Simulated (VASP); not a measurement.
# CoO (I4mm) in VASP: a series of runs

The runs below take CoO through single point, with PBE.

Program: VASP 6.6.1. These are calculated values, not measurements. Logs are shortened: lines on timing, memory, paths and dates and some standing lists are left out, and cuts for length are marked.

## 1. The cell of the first run

Symmetry: I4mm, No. 107, tetragonal system. The conventional cell has a = 3.016 Å, b = 3.016 Å, c = 4.214 Å, α = 90.00°, β = 90.00°, γ = 90.00°. Co (site symmetry 4mm) has 6 O at 1.86 to 2.36 Å within 2.5 Å. O (site symmetry 4mm) has 6 Co at 1.86 to 2.36 Å within 2.5 Å.

## 2. Single point, PBE, collinear spin, ferromagnetic start (all Co atoms moved -0.250 Å, as atom 1 along Cartesian [0 0 1])

The input, INCAR:

```
SYSTEM = CoO
PREC = Accurate
ENCUT = 520
EDIFF = 1E-7
ISMEAR = 0
SIGMA = 0.15
LREAL = .False.
LASPH = .True.
NELM = 150
ALGO = Normal
ISIF = 2
LWAVE = .False.
LCHARG = .False.
ISPIN = 2
MAGMOM = 2.7 0.34
LORBIT = 11
LMAXMIX = 4
GGA = PE
NBANDS = 18
```

The input, KPOINTS:

```
Automatic mesh
0
Gamma
  22 22 22
  0 0 0
```

The input, POSCAR:

```
CoO
1.0
   -1.5080001529      1.5080001529      2.1072499549
    1.5080001529     -1.5080001529      2.1072499549
    1.5080001529      1.5080001529     -2.1072499549
Co O
1 1
Direct
   -0.0593190189     -0.0593190189      0.0000000000
    0.5000000000      0.5000000000      0.0000000000
```

Potentials or basis: VASP PAW PBE potentials, release 64 (Co, O).

Command:

```console
$ cat potpaw_PBE.64/Co/POTCAR potpaw_PBE.64/O/POTCAR > POTCAR
$ mpirun -np 1 vasp_std > vasp.out
```

OUTCAR:

```text
SYSTEM = CoO
   PREC = Accurate
   ENCUT = 520
   EDIFF = 1E-7
   ISMEAR = 0
   LREAL = .False.
   LASPH = .True.
   NELM = 150
   ISIF = 2
   ISPIN = 2
   LORBIT = 11
   GGA = PE

 ion  position               nearest neighbor table
   1  0.941  0.941  0.000-   2 1.86   2 2.15   2 2.15   2 2.15   2 2.15   2 2.36
   2  0.500  0.500  0.000-   1 1.86   1 2.15   1 2.15   1 2.15   1 2.15   1 2.36

  LATTYP: Found a body centered tetragonal cell.
 ALAT       =     3.0160003058
 C/A-ratio  =     1.3973804650

  Lattice vectors:

 A1 = (  -1.5080001529,   1.5080001529,   2.1072499549)
 A2 = (   1.5080001529,  -1.5080001529,   2.1072499549)
 A3 = (   1.5080001529,   1.5080001529,  -2.1072499549)

Analysis of symmetry for initial positions (statically):
=====================================================================
 Subroutine PRICEL returns:
 Original cell was already a primitive cell.

 Routine SETGRP: Setting up the symmetry group for a
 body centered tetragonal supercell.

 Subroutine GETGRP returns: Found  8 space group operations
 (whereof  8 operations were pure point group operations)
 out of a pool of 16 trial point group operations.

The static configuration has the point symmetry C_4v.

Analysis of symmetry for dynamics (positions and initial velocities):
=====================================================================
 Subroutine PRICEL returns:
 Original cell was already a primitive cell.

 Routine SETGRP: Setting up the symmetry group for a
 body centered tetragonal supercell.

 Subroutine GETGRP returns: Found  8 space group operations
 (whereof  8 operations were pure point group operations)
 out of a pool of 16 trial point group operations.

The dynamic configuration has the point symmetry C_4v.

Analysis of structural, dynamic, and magnetic symmetry:
=====================================================================
 Subroutine PRICEL returns:
 Original cell was already a primitive cell.

 Routine SETGRP: Setting up the symmetry group for a
 body centered tetragonal supercell.

 Subroutine GETGRP returns: Found  8 space group operations
 (whereof  8 operations were pure point group operations)
 out of a pool of 16 trial point group operations.

The overall configuration has the point symmetry C_4v.

 Subroutine INISYM returns: Found  8 space group operations
 (whereof  8 operations are pure point group operations),
 and found     1 'primitive' translations

----------------------------------------------------------------------------------------

                                     Primitive cell

  volume of cell :      19.1681

  direct lattice vectors                    reciprocal lattice vectors
    -1.508000153  1.508000153  2.107249955     0.000000000  0.331564953  0.237276076
     1.508000153 -1.508000153  2.107249955     0.331564953  0.000000000  0.237276076
     1.508000153  1.508000153 -2.107249955     0.331564953  0.331564953  0.000000000

  length of vectors
     2.998104617  2.998104617  2.998104617     0.407719578  0.407719578  0.468903654

  position of ions in fractional coordinates (direct lattice)
     0.940680981  0.940680981  0.000000000
     0.500000000  0.500000000  0.000000000

  ion indices of the primitive-cell ions
   primitive index   ion index
                 1           1
                 2           2

----------------------------------------------------------------------------------------

 KPOINTS: Automatic mesh

Automatic generation of k-mesh.
 Grid dimensions read from file:
 generate k-points for:   22   22   22

 Generating k-lattice:

  Cartesian coordinates                     Fractional coordinates (reciprocal lattice)
     0.000000000  0.015071134  0.010785276     0.045454545 -0.000000000  0.000000000
     0.015071134  0.000000000  0.010785276    -0.000000000  0.045454545  0.000000000
     0.015071134  0.015071134  0.000000000     0.000000000  0.000000000  0.045454545

  Length of vectors
     0.018532708  0.018532708  0.021313802

  Shift w.r.t. Gamma in fractional coordinates (k-lattice)
     0.000000000  0.000000000  0.000000000

 Subroutine IBZKPT returns following result:
 ===========================================

 Found    834 irreducible k-points:

 Following reciprocal coordinates:
            Coordinates               Weight
  0.000000  0.000000  0.000000      1.000000
  0.045455 -0.000000  0.000000      8.000000
  0.090909 -0.000000  0.000000      8.000000
  0.136364 -0.000000  0.000000      8.000000
  0.181818 -0.000000  0.000000      8.000000
  0.227273  0.000000 -0.000000      8.000000
[... 16 lines left out ...]
  0.500000  0.045455  0.000000     16.000000
 -0.454545  0.045455  0.000000     16.000000
 [... further k-points ...]
   k-points           NKPTS =    834   k-points in BZ     NKDIM =    834   number of bands    NBANDS=     18
   number of dos      NEDOS =    301   number of ions     NIONS =      2
   total plane-waves  NPLWV =  13824
   dimension x,y,z NGX =    24 NGY =   24 NGZ =   24
   dimension x,y,z NGXF=    48 NGYF=   48 NGZF=   48
   ions per type =               1   1
   NGX,Y,Z   is equivalent  to a cutoff of  13.31, 13.31, 13.31 a.u.
   NGXF,Y,Z  is equivalent  to a cutoff of  26.62, 26.62, 26.62 a.u.
 SYSTEM =  CoO
   PREC   = accura    normal or accurate (medium, high low for compatibility)
   ISTART =      0    job   : 0-new  1-cont  2-samecut
   ICHARG =      2    charge: 1-file 2-atom 10-const
   ISPIN  =      2    spin polarized calculation?
   LNONCOLLINEAR =      F non collinear calculations
   LSORBIT =      F    spin-orbit coupling
   LASPH  =      T    aspherical Exc in radial PAW
   ENCUT  =  520.0 eV  38.22 Ry    6.18 a.u.   5.57  5.57  5.57*2*pi/ulx,y,z
   NELM   =    150;   NELMIN=  2; NELMDL= -5     # of ELM steps
   EDIFF  = 0.1E-06   stopping-criterion for ELM
   LREAL  =      F    real-space projection
   EDIFFG = 0.1E-05   stopping-criterion for IOM
   NSW    =      0    number of steps for IOM
   IBRION =     -1    ionic relax: 0-MD 1-quasi-New 2-CG
   NFREE  =      0    steps in history (QN), initial steepest desc. (CG)
   ISIF   =      2    stress and relaxation
   ISYM   =      2    0-nonsym 1-usesym 2-fastsym
   POTIM  = 0.5000    time-step for ionic-motion
   TEBEG  =    0.0;   TEEND  =   0.0 temperature during run
   PSTRESS=    0.0 pullay stress
   NELECT =      15.0000    total number of electrons
   NUPDOWN=      -1.0000    fix difference up-down
   EMIN   =  10.00;   EMAX   =-10.00  energy-range for DOS
   EFERMI =   0.00;   METHOD = LEGACY
   ISMEAR =     0;   SIGMA  =   0.15  broadening in eV -4-tet -1-fermi 0-gaus
   EFERMI_NEDOS =   21; number of points for ismear=-14 and -15
   IALGO  =     38    algorithm
   IMIX   =      4    mixing-type and parameters
     AMIX     =   0.40;   BMIX     =  1.00
     AMIX_MAG =   1.60;   BMIX_MAG =  1.00
  volume/ion in A,a.u.               =       9.58        64.68
  Fermi-wavevector in a.u.,A,eV,Ry     =   1.508617  2.850873 30.965840  2.275925
  Thomas-Fermi vector in A             =   2.619048
   LORBIT       =     11    0 simple, 1 ext, 2 COOP (PROOUT), +10 PAW based schemes
   GGA     = PE    functional components
   LHFCALC =     F    Hartree Fock is set to
   AEXX    =    0.0000 exact exchange contribution
   IVDW    =     0    specifies the selected vdW correction
   LEPSILON=     F    determine dielectric tensor
   LRPA    =     F    only Hartree local field effects (RPA)
 spin polarized calculation
 Gauss-broadening in eV      SIGMA  =   0.15
  energy-cutoff  :      520.00
  volume of cell :       19.17
 maximum number of plane-waves:       533
   NGX = 11   NGY = 11   NGZ = 11

 number of electron      15.0000005 magnetization       2.9572750

 Free energy of the ion-electron system (eV)
  ---------------------------------------------------
  ext. energy  EPLUGINS =         0.00000000
  ---------------------------------------------------
  free energy    TOTEN  =       -12.95169433 eV

  energy without entropy =      -12.90950190  energy(sigma->0) =      -12.93059812

 E-fermi :   8.0823     XC(G=0): -12.4297

 val. band max:        8.0806793890   @ k =   0.2273   0.1818   0.1818
 cond. band min:       8.0824973681   @ k =  -0.3182   0.5000   0.2727
 fundamental gap:      0.0018179791
 Fermi energy:         8.0823450714

 spin component 1

 k-point     1 :       0.0000    0.0000    0.0000
  band No.  band energies     occupation
      1     -12.3617      1.00000
      2       3.1951      1.00000
      3       3.8177      1.00000
      4       3.8177      1.00000
      5       4.8487      1.00000
      6       5.0876      1.00000
[... 10 lines left out ...]
     17      30.3799      0.00000
     18      32.7962      0.00000
[... 463 lines left out ...]
 k-point    24 :      -0.4545    0.0455    0.0000
  band No.  band energies     occupation
      1     -11.2059      1.00000
      2      -0.0650      1.00000
      3       1.9645      1.00000
      4       2.0906      1.00000
      5       5.5766      1.00000
      6       5.6618      1.00000
[... 10 lines left out ...]
     17      34.2069      0.00000
     18      36.4695      0.00000

 [... further k-points ...]

 spin component 2

 k-point     1 :       0.0000    0.0000    0.0000
  band No.  band energies     occupation
      1     -11.8018      1.00000
      2       4.4862      1.00000
      3       4.8838      1.00000
      4       4.8838      1.00000
      5       6.9984      1.00000
      6       7.6410      0.99998
[... 10 lines left out ...]
     17      31.4073      0.00000
     18      33.5141      0.00000
[... 463 lines left out ...]
 k-point    24 :      -0.4545    0.0455    0.0000
  band No.  band energies     occupation
      1     -10.6012      1.00000
      2       0.5426      1.00000
      3       3.2930      1.00000
      4       3.4238      1.00000
      5       7.7886      0.99719
      6       7.9869      0.81592
[... 10 lines left out ...]
     17      34.6065      0.00000
     18      36.9442      0.00000

 [... further k-points ...]

------------------------ aborting loop because EDIFF is reached ----------------------------------------

  FORCE on cell =-STRESS in cart. coord.  units (eV):
  Direction    XX          YY          ZZ          XY          YZ          ZX
  --------------------------------------------------------------------------------------
  -------------------------------------------------------------------------------------
  Total       -0.0951118     -0.0951118      2.4960532      0.0000000     -0.0000000      0.0000000
  in kB       -7.9499800     -7.9499800    208.6342488      0.0000000     -0.0000000      0.0000000
  external PRESSURE =      64.2447629 kB  Pullay stress =       0.0000000 kB

 VOLUME and BASIS-vectors are now :
 -----------------------------------------------------------------------------
  energy-cutoff  :      520.00
  volume of cell :       19.17
      direct lattice vectors                 reciprocal lattice vectors
    -1.508000153  1.508000153  2.107249955     0.000000000  0.331564953  0.237276076
     1.508000153 -1.508000153  2.107249955     0.331564953  0.000000000  0.237276076
     1.508000153  1.508000153 -2.107249955     0.331564953  0.331564953  0.000000000

 POSITION                                       TOTAL-FORCE (eV/Angst)
 -----------------------------------------------------------------------------------
      0.00000      0.00000      3.96450        -0.000000     -0.000000      1.349688
      0.00000      0.00000      2.10725         0.000000      0.000000     -1.349688
 -----------------------------------------------------------------------------------
    total drift:                               -0.000000     -0.000000      0.000157

  FREE ENERGIE OF THE ION-ELECTRON SYSTEM (eV)
  ---------------------------------------------------
  free  energy   TOTEN  =       -12.9516943296 eV

  energy  without entropy=      -12.9095019050  energy(sigma->0) =      -12.93059812

 total charge

# of ion       s       p       d       tot
------------------------------------------
    1        0.316   0.395   7.185   7.897
    2        1.558   3.439   0.000   4.998
--------------------------------------------------
tot          1.874   3.834   7.185  12.894

 magnetization (x)

# of ion       s       p       d       tot
------------------------------------------
    1        0.020   0.028   2.510   2.557
    2        0.029   0.306   0.000   0.334
--------------------------------------------------
tot          0.049   0.333   2.510   2.892
```

It took 17 min on 1 thread of Intel Xeon 8259CL, shared host; peak memory 0.52 GiB.

What came out:

| Quantity | Value |
| --- | --- |
| Free energy | -12.9517 eV |
| Pressure | 6.4 GPa |
| Largest force | 1.350 eV/Å |
| Net moment | 2.96 μB per cell |
| Site moments | Co +2.56; O +0.33 μB |
| Valence electrons inside the program's atomic spheres | Co 7.90; O 5.00 |

Forces on the atoms (eV/Å):
```
Co   0.000  0.000  1.350
O    0.000  0.000 -1.350
```

Caveat: the cell differs from its parent crystal (all Co atoms moved -0.250 Å, as atom 1 along Cartesian [0 0 1]); the stress differs along the axes, from -1 to 21 GPa; a cell with one magnetic atom can't hold antiferromagnetic order, which such compounds often take; semilocal functionals often make such compounds metallic where correlation or magnetic order opens a gap, which also shifts bond lengths; forces of over 1 eV/Å act on the atoms, so gaps and moduli don't describe the material at rest.

## 3. Single point, PBE, collinear spin, ferromagnetic start (all Co atoms moved +0.125 Å, as atom 1 along Cartesian [0 0 1])

The input, INCAR:

```
PREC     = Accurate       # precision mode
ENCUT    = 520            # plane-wave cutoff, eV
EDIFF    = 1E-6           # SCF threshold, eV
ISMEAR   = 0              # smearing method
SIGMA    = 0.15           # smearing width, eV
LREAL    = F              # projectors in reciprocal space
LASPH    = T              # aspherical terms in the spheres
NELM     = 150            # most SCF steps
ALGO     = Normal         # electronic algorithm
ISIF     = 2              # what is computed and relaxed
LWAVE    = F              # write WAVECAR
LCHARG   = F              # write CHGCAR
ISPIN    = 2              # spin polarisation
MAGMOM   = 2.7 0.34       # initial moments
LORBIT   = 11             # projections on sites
LMAXMIX  = 4              # l up to which the mixer works
GGA      = PE             # functional
NBANDS   = 18             # bands
```

The input, KPOINTS:

```
regular mesh
0
Gamma
  22 22 22
```

POSCAR, as its differences from that of step 2:

```diff
@@ -8,3 +8,3 @@
 Direct
-   -0.0593190189     -0.0593190189      0.0000000000
+    0.0296595095      0.0296595095      0.0000000000
     0.5000000000      0.5000000000      0.0000000000
```

Potentials or basis: VASP PAW PBE potentials, release 64 (Co, O).

Command:

```console
$ cat potpaw_PBE.64/Co/POTCAR potpaw_PBE.64/O/POTCAR > POTCAR
$ mpirun -np 1 vasp_std > vasp.out
```

Wall time 5.2 min (1 thread of Intel Xeon Platinum 8488C (Sapphire Rapids), shared host); peak memory 0.52 GiB.

Results (log left out):

* Free energy: -13.0508 eV
* Pressure: 0.9 GPa
* Largest force: 0.372 eV/Å
* Net moment: 2.89 μB per cell
* Site moments: Co +2.54; O +0.30 μB
* Valence electrons inside the program's atomic spheres: Co 7.83; O 4.99

Forces in eV/Å, atoms in the order of the input:
```
Co   0.000  0.000 -0.372
O    0.000  0.000  0.372
```

Stress tensor (GPa, compression positive):
```
-0.84  0.00  0.00
 0.00 -0.84  0.00
 0.00  0.00  4.37
```

Levels at points of the mesh, in eV from the Fermi level:
Spin up:
```
           k point  band 7  band 8  band 9  band 10  band 11  band 12
(0.00, 0.00, 0.00)   -2.59   -2.59   -2.39     1.02    16.77    18.08
(0.50, 0.00, 0.00)   -1.78    0.05    0.14     5.16     9.32    13.38
(0.50, 0.50, 0.00)   -2.37   -2.07   -2.00     5.87     9.81    11.61
(0.50, 0.50, 0.50)   -2.38   -2.08   -2.08     5.82    10.14    11.63
```
Spin down:
```tsv
k point	band 3	band 4	band 5	band 6	band 7	band 8	band 9	band 10
(0.00, 0.00, 0.00)	-2.77	-2.77	-1.08	-0.91	-0.91	0.07	0.30	1.58
(0.50, 0.00, 0.00)	-4.73	-4.66	-0.16	-0.08	0.19	2.64	2.64	5.50
(0.50, 0.50, 0.00)	-4.03	-4.00	-1.96	0.11	0.16	0.58	0.99	6.73
(0.50, 0.50, 0.50)	-3.90	-3.90	-2.25	0.15	0.15	0.57	0.92	6.64
```

Caveat: the cell differs from its parent crystal (all Co atoms moved +0.125 Å, as atom 1 along Cartesian [0 0 1]); the stress differs along the axes, from -1 to 4 GPa; a cell with one magnetic atom can't hold antiferromagnetic order, which such compounds often take; semilocal functionals often make such compounds metallic where correlation or magnetic order opens a gap, which also shifts bond lengths.
